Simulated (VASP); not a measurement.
# AgCl (P4/mmm) in VASP: notebook

The runs below take AgCl through single point, with PBEsol.

All numbers are computed with VASP 6.6.1; they aren't measurements. Logs are shortened: lines on timing, memory, paths and dates and some standing lists are left out, and cuts for length are marked.

## (1) The cell of the first run

It takes space group P4/mmm (No. 123, tetragonal). Conventional cell: a = 3.331 Å, b = 3.331 Å, c = 3.564 Å, α = 90.00°, β = 90.00°, γ = 90.00°. Within 3.9 Å of Ag (site symmetry 4/mmm) lie 8 Cl at 2.95 Å and 6 Ag at 3.33 to 3.56 Å. Cl (site symmetry 4/mmm) has 8 Ag at 2.95 Å and 6 Cl at 3.33 to 3.56 Å within 3.9 Å.

## (2) Single point, PBEsol

File INCAR:

```
SYSTEM = AgCl
ALGO = Normal ; EDIFF = 1E-6
ENCUT = 520 ; GGA = PS
ISIF = 2 ; ISMEAR = 0
LASPH = .True. ; LCHARG = .False.
LREAL = .False. ; LWAVE = .False.
NBANDS = 26 ; NELM = 80
PREC = Accurate ; SIGMA = 0.05
```

File KPOINTS:

```
k-points
0
Gamma
  10 10 6
  0 0 0
```

File POSCAR:

```
AgCl
1.0
    3.5643403428      0.0000000000      0.0000000000
    0.0000000000      3.3311591989      0.0000000000
    0.0000000000      0.0000000000      6.6623183978
Ag Cl
2 2
Direct
    0.0000000000      0.0000000000      0.0000000000
    0.0000000000      0.0000000000      0.5000000000
    0.5000000000      0.5000000000      0.2500000000
    0.5000000000      0.5000000000      0.7500000000
```

Potentials or basis: VASP PAW PBE potentials, release 64 (Ag, Cl).

On the command line:

```bash
cat potpaw_PBE.64/Ag/POTCAR potpaw_PBE.64/Cl/POTCAR > POTCAR
mpirun -np 1 vasp_std > vasp.out
```

OUTCAR:

```text
SYSTEM = AgCl
   EDIFF = 1E-6
   ENCUT = 520
   GGA = PS
   ISIF = 2
   ISMEAR = 0
   LASPH = .True.
   LREAL = .False.
   NELM = 80
   PREC = Accurate

 ion  position               nearest neighbor table
   1  0.000  0.000  0.000-   3 2.95   4 2.95   3 2.95   4 2.95   3 2.95   4 2.95   3 2.95   4 2.95
                             2 3.33   2 3.33
   2  0.000  0.000  0.500-   3 2.95   4 2.95   3 2.95   4 2.95   3 2.95   4 2.95   3 2.95   4 2.95
                             1 3.33   1 3.33
   3  0.500  0.500  0.250-   1 2.95   2 2.95   1 2.95   2 2.95   1 2.95   2 2.95   1 2.95   2 2.95

   4  0.500  0.500  0.750-   1 2.95   2 2.95   1 2.95   2 2.95   1 2.95   2 2.95   1 2.95   2 2.95

  LATTYP: Found a simple orthorhombic cell.
 ALAT       =     3.3311591989
 B/A-ratio  =     1.0700000000
 C/A-ratio  =     2.0000000000

  Lattice vectors:

 A1 = (   0.0000000000,  -3.3311591989,   0.0000000000)
 A2 = (   3.5643403428,   0.0000000000,   0.0000000000)
 A3 = (   0.0000000000,   0.0000000000,   6.6623183978)

Analysis of symmetry for initial positions (statically):
=====================================================================
 Subroutine PRICEL returns following result:

  LATTYP: Found a simple tetragonal cell.
 ALAT       =     3.3311591989
 C/A-ratio  =     1.0700000000

  Lattice vectors:

 A1 = (   0.0000000000,   3.3311591989,   0.0000000000)
 A2 = (   0.0000000000,   0.0000000000,   3.3311591989)
 A3 = (   3.5643403428,   0.0000000000,   0.0000000000)

   2 primitive cells build up your supercell.

 Routine SETGRP: Setting up the symmetry group for a
 simple orthorhombic supercell.

 Subroutine GETGRP returns: Found  8 space group operations
 (whereof  8 operations were pure point group operations)
 out of a pool of  8 trial point group operations.

The static configuration has the point symmetry D_2h.

Analysis of symmetry for dynamics (positions and initial velocities):
=====================================================================
 Subroutine PRICEL returns following result:

  LATTYP: Found a simple tetragonal cell.
 ALAT       =     3.3311591989
 C/A-ratio  =     1.0700000000

  Lattice vectors:

 A1 = (   0.0000000000,   3.3311591989,   0.0000000000)
 A2 = (   0.0000000000,   0.0000000000,   3.3311591989)
 A3 = (   3.5643403428,   0.0000000000,   0.0000000000)

   2 primitive cells build up your supercell.

 Routine SETGRP: Setting up the symmetry group for a
 simple orthorhombic supercell.

 Subroutine GETGRP returns: Found  8 space group operations
 (whereof  8 operations were pure point group operations)
 out of a pool of  8 trial point group operations.

The dynamic configuration has the point symmetry D_2h.

 Subroutine INISYM returns: Found  8 space group operations
 (whereof  8 operations are pure point group operations),
 and found     2 'primitive' translations

----------------------------------------------------------------------------------------

                                     Primitive cell

  volume of cell :      39.5521

  direct lattice vectors                    reciprocal lattice vectors
     0.000000000  3.331159199  0.000000000     0.000000000  0.300195800  0.000000000
     0.000000000  0.000000000  3.331159199     0.000000000  0.000000000  0.300195800
     3.564340343  0.000000000  0.000000000     0.280556822  0.000000000  0.000000000

  length of vectors
     3.331159199  3.331159199  3.564340343     0.300195800  0.300195800  0.280556822

  position of ions in fractional coordinates (direct lattice)
     0.000000000  0.000000000  0.000000000
     0.500000000  0.500000000  0.500000000

  ion indices of the primitive-cell ions
   primitive index   ion index
                 1           1
                 2           3

----------------------------------------------------------------------------------------

 KPOINTS: k-points

Automatic generation of k-mesh.
 Grid dimensions read from file:
 generate k-points for:   10   10    6

 Generating k-lattice:

  Cartesian coordinates                     Fractional coordinates (reciprocal lattice)
     0.028055682  0.000000000  0.000000000     0.100000000  0.000000000  0.000000000
     0.000000000  0.030019580  0.000000000     0.000000000  0.100000000  0.000000000
     0.000000000  0.000000000  0.025016317     0.000000000  0.000000000  0.166666667

  Length of vectors
     0.028055682  0.030019580  0.025016317

  Shift w.r.t. Gamma in fractional coordinates (k-lattice)
     0.000000000  0.000000000  0.000000000

 Subroutine IBZKPT returns following result:
 ===========================================

 Found    144 irreducible k-points:

 Following reciprocal coordinates:
            Coordinates               Weight
  0.000000  0.000000  0.000000      1.000000
  0.100000  0.000000  0.000000      2.000000
  0.200000  0.000000  0.000000      2.000000
  0.300000  0.000000  0.000000      2.000000
  0.400000  0.000000  0.000000      2.000000
  0.500000  0.000000  0.000000      1.000000
[... 16 lines left out ...]
  0.400000  0.300000  0.000000      4.000000
  0.500000  0.300000  0.000000      2.000000
 [... further k-points ...]
   k-points           NKPTS =    144   k-points in BZ     NKDIM =    144   number of bands    NBANDS=     26
   number of dos      NEDOS =    301   number of ions     NIONS =      4
   total plane-waves  NPLWV =  39200
   dimension x,y,z NGX =    28 NGY =   28 NGZ =   50
   dimension x,y,z NGXF=    56 NGYF=   56 NGZF=  100
   ions per type =               2   2
   NGX,Y,Z   is equivalent  to a cutoff of  13.06, 13.97, 12.48 a.u.
   NGXF,Y,Z  is equivalent  to a cutoff of  26.12, 27.95, 24.95 a.u.
 SYSTEM =  AgCl
   PREC   = accura    normal or accurate (medium, high low for compatibility)
   ISTART =      0    job   : 0-new  1-cont  2-samecut
   ICHARG =      2    charge: 1-file 2-atom 10-const
   ISPIN  =      1    spin polarized calculation?
   LNONCOLLINEAR =      F non collinear calculations
   LSORBIT =      F    spin-orbit coupling
   LASPH  =      T    aspherical Exc in radial PAW
   ENCUT  =  520.0 eV  38.22 Ry    6.18 a.u.   6.63  6.19 12.39*2*pi/ulx,y,z
   NELM   =     80;   NELMIN=  2; NELMDL= -5     # of ELM steps
   EDIFF  = 0.1E-05   stopping-criterion for ELM
   LREAL  =      F    real-space projection
   EDIFFG = 0.1E-04   stopping-criterion for IOM
   NSW    =      0    number of steps for IOM
   IBRION =     -1    ionic relax: 0-MD 1-quasi-New 2-CG
   NFREE  =      0    steps in history (QN), initial steepest desc. (CG)
   ISIF   =      2    stress and relaxation
   ISYM   =      2    0-nonsym 1-usesym 2-fastsym
   POTIM  = 0.5000    time-step for ionic-motion
   TEBEG  =    0.0;   TEEND  =   0.0 temperature during run
   PSTRESS=    0.0 pullay stress
   NELECT =      36.0000    total number of electrons
   NUPDOWN=      -1.0000    fix difference up-down
   EMIN   =  10.00;   EMAX   =-10.00  energy-range for DOS
   EFERMI =   0.00;   METHOD = LEGACY
   ISMEAR =     0;   SIGMA  =   0.05  broadening in eV -4-tet -1-fermi 0-gaus
   EFERMI_NEDOS =   21; number of points for ismear=-14 and -15
   IALGO  =     38    algorithm
   IMIX   =      4    mixing-type and parameters
     AMIX     =   0.40;   BMIX     =  1.00
     AMIX_MAG =   1.60;   BMIX_MAG =  1.00
  volume/ion in A,a.u.               =      19.78       133.46
  Fermi-wavevector in a.u.,A,eV,Ry     =   1.259241  2.379621 21.574610  1.585689
  Thomas-Fermi vector in A             =   2.392811
   LORBIT       =      0    0 simple, 1 ext, 2 COOP (PROOUT), +10 PAW based schemes
   GGA     = PS    functional components
   LHFCALC =     F    Hartree Fock is set to
   AEXX    =    0.0000 exact exchange contribution
   IVDW    =     0    specifies the selected vdW correction
   LEPSILON=     F    determine dielectric tensor
   LRPA    =     F    only Hartree local field effects (RPA)
 non-spin polarized calculation
 Gauss-broadening in eV      SIGMA  =   0.05
  energy-cutoff  :      520.00
  volume of cell :       79.10
 maximum number of plane-waves:      2164
 NGX is ok and might be reduce to    28
   NGX = 13   NGY = 13   NGZ = 25

 number of electron      35.9999992 magnetization

 Free energy of the ion-electron system (eV)
  ---------------------------------------------------
  ext. energy  EPLUGINS =         0.00000000
  ---------------------------------------------------
  free energy    TOTEN  =       -11.54336383 eV

  energy without entropy =      -11.54336383  energy(sigma->0) =      -11.54336383

 E-fermi :   4.3123     XC(G=0): -10.7430

 val. band max:        4.1454346993   @ k =   0.5000   0.0000   0.0000
 cond. band min:       4.4740958918   @ k =   0.0000   0.0000   0.0000
 fundamental gap:      0.3286611925
 Fermi energy:         4.3123367320

 k-point     1 :       0.0000    0.0000    0.0000
  band No.  band energies     occupation
      1     -10.6324      2.00000
      2     -10.0615      2.00000
      3      -1.1752      2.00000
      4       0.8179      2.00000
      5       1.1482      2.00000
      6       1.2433      2.00000
[... 18 lines left out ...]
     25      13.5705      0.00000
     26      14.5956      0.00000

 k-point     2 :       0.1000    0.0000    0.0000
  band No.  band energies     occupation
      1     -10.5971      2.00000
      2     -10.0414      2.00000
      3      -1.0843      2.00000
      4       0.7851      2.00000
      5       0.9913      2.00000
      6       1.1594      2.00000
[... 18 lines left out ...]
     25      13.5511      0.00000
     26      14.7807      0.00000

 k-point     3 :       0.2000    0.0000    0.0000
  band No.  band energies     occupation
      1     -10.5019      2.00000
      2      -9.9879      2.00000
      3      -0.8249      2.00000
      4       0.2432      2.00000
      5       0.6928      2.00000
      6       1.1889      2.00000
[... 572 lines left out ...]
 k-point    23 :       0.4000    0.3000    0.0000
  band No.  band energies     occupation
      1     -10.0129      2.00000
      2      -9.5778      2.00000
      3      -0.2837      2.00000
      4      -0.2737      2.00000
      5      -0.1356      2.00000
      6       0.3698      2.00000
[... 18 lines left out ...]
     25      14.1379      0.00000
     26      15.2451      0.00000

 k-point    24 :       0.5000    0.3000    0.0000
  band No.  band energies     occupation
      1      -9.9832      2.00000
      2      -9.5506      2.00000
      3      -0.3707      2.00000
      4      -0.2767      2.00000
      5      -0.2041      2.00000
      6       0.2449      2.00000
[... 18 lines left out ...]
     25      13.6915      0.00000
     26      15.2427      0.00000

 [... further k-points ...]
[... 5 lines left out ...]
  --------------------------------------------------------------------------------------
  -------------------------------------------------------------------------------------
  Total       -2.8532714     -1.3148824     -1.3155211      0.0000000      0.0000000      0.0000000
  in kB      -57.7901366    -26.6316178    -26.6445540      0.0000000      0.0000000      0.0000000
  external PRESSURE =     -37.0221028 kB  Pullay stress =       0.0000000 kB

 VOLUME and BASIS-vectors are now :
 -----------------------------------------------------------------------------
  energy-cutoff  :      520.00
  volume of cell :       79.10
      direct lattice vectors                 reciprocal lattice vectors
     3.564340343  0.000000000  0.000000000     0.280556822  0.000000000  0.000000000
     0.000000000  3.331159199  0.000000000     0.000000000  0.300195800  0.000000000
     0.000000000  0.000000000  6.662318398     0.000000000  0.000000000  0.150097900

 POSITION                                       TOTAL-FORCE (eV/Angst)
 -----------------------------------------------------------------------------------
      0.00000      0.00000      0.00000         0.000000     -0.000000      0.000000
      0.00000      0.00000      3.33116         0.000000     -0.000000     -0.000000
      1.78217      1.66558      1.66558         0.000000      0.000000     -0.000000
      1.78217      1.66558      4.99674         0.000000     -0.000000     -0.000000
 -----------------------------------------------------------------------------------
    total drift:                               -0.000000      0.000000      0.000000

  FREE ENERGIE OF THE ION-ELECTRON SYSTEM (eV)
  ---------------------------------------------------
  free  energy   TOTEN  =       -11.5433638332 eV

  energy  without entropy=      -11.5433638305  energy(sigma->0) =      -11.54336383
```

It took 1.9 min on 1 thread of Intel Xeon 6975P-C (Granite Rapids), shared host; peak memory 0.36 GiB.

What came out:

| Item | Value |
| --- | --- |
| Free energy | -11.5434 eV |
| Pressure | -3.7 GPa |
| Band gap on the k mesh | 0.33 eV |

Caveat: the cell stands under tension; semilocal functionals underestimate gaps, and a narrow one can read as zero; the PAW data sets were made with another functional, which shifts forces and pressure a little.

## (3) Single point, PBEsol

This run uses another cell than the first one, of 18.05 Å³/atom.

File INCAR:

```
SYSTEM = AgCl
PREC     = Accurate       ! precision mode
ENCUT    = 520            ! plane-wave cutoff, eV
EDIFF    = 1E-6           ! SCF threshold, eV
ISMEAR   = 0              ! smearing method
SIGMA    = 0.05           ! smearing width, eV
LREAL    = .FALSE.        ! projectors in reciprocal space
LASPH    = .TRUE.         ! aspherical terms in the spheres
NELM     = 60             ! most SCF steps
ALGO     = Normal         ! electronic algorithm
ISIF     = 2              ! what is computed and relaxed
LWAVE    = .FALSE.        ! write WAVECAR
LCHARG   = .FALSE.        ! write CHGCAR
GGA      = PS             ! functional
NBANDS   = 26             ! bands
```

File KPOINTS:

```
Automatic mesh
0
G
  10 10 6
  0 0 0
```

POSCAR: that of step 2 with these lines changed.

```diff
@@ -2,3 +2,3 @@
 1.0
-    3.5643403428      0.0000000000      0.0000000000
+    3.2535431896      0.0000000000      0.0000000000
     0.0000000000      3.3311591989      0.0000000000
```

Potentials or basis: VASP PAW PBE potentials, release 64 (Ag, Cl).

On the command line:

```bash
cat potpaw_PBE.64/Ag/POTCAR potpaw_PBE.64/Cl/POTCAR > POTCAR
mpirun -np 1 vasp_std > vasp.out
```

It took 97 s on 1 thread of AMD EPYC 9R45 (Zen 5), shared host; peak memory 0.31 GiB.

It converged, with:

```
Free energy            : -11.6290 eV
Pressure               : 1.5 GPa
Band gap on the k mesh : 0.43 eV
```

Stress tensor (GPa, compression positive):
```
2.42 0.00 0.00
0.00 1.05 0.00
0.00 0.00 1.05
```

Levels at points of the mesh, in eV from the valence-band top:
```csv
k point,band 14,band 15,band 16,band 17,band 18,band 19,band 20,band 21,band 22,band 23
"(0.00, 0.00, 0.00)",-2.04,-1.77,-1.71,-0.04,0.00,0.43,4.77,5.91,8.81,9.04
"(0.50, 0.00, 0.00)",-1.72,-1.60,-1.23,-0.06,-0.06,2.61,4.63,6.00,8.78,9.03
"(0.00, 0.50, 0.00)",-1.76,-1.71,-1.05,-0.04,0.00,2.38,4.77,5.91,8.81,9.30
"(0.50, 0.50, 0.00)",-1.69,-1.23,-0.26,-0.20,-0.20,2.61,4.15,4.20,4.20,7.16
"(0.00, 0.00, 0.50)",-2.08,-0.77,-0.77,-0.67,-0.67,2.52,2.52,8.70,8.70,9.01
"(0.50, 0.00, 0.50)",-1.68,-1.63,-1.63,-0.53,-0.53,4.02,4.02,6.70,6.70,9.79
"(0.00, 0.50, 0.50)",-1.76,-1.58,-1.58,-0.43,-0.43,3.87,3.87,6.92,6.92,9.78
"(0.50, 0.50, 0.50)",-1.47,-1.45,-1.45,-0.47,-0.47,3.06,3.06,6.32,6.32,6.39
```

Caveat: semilocal functionals underestimate gaps, and a narrow one can read as zero; the PAW data sets were made with another functional, which shifts forces and pressure a little.
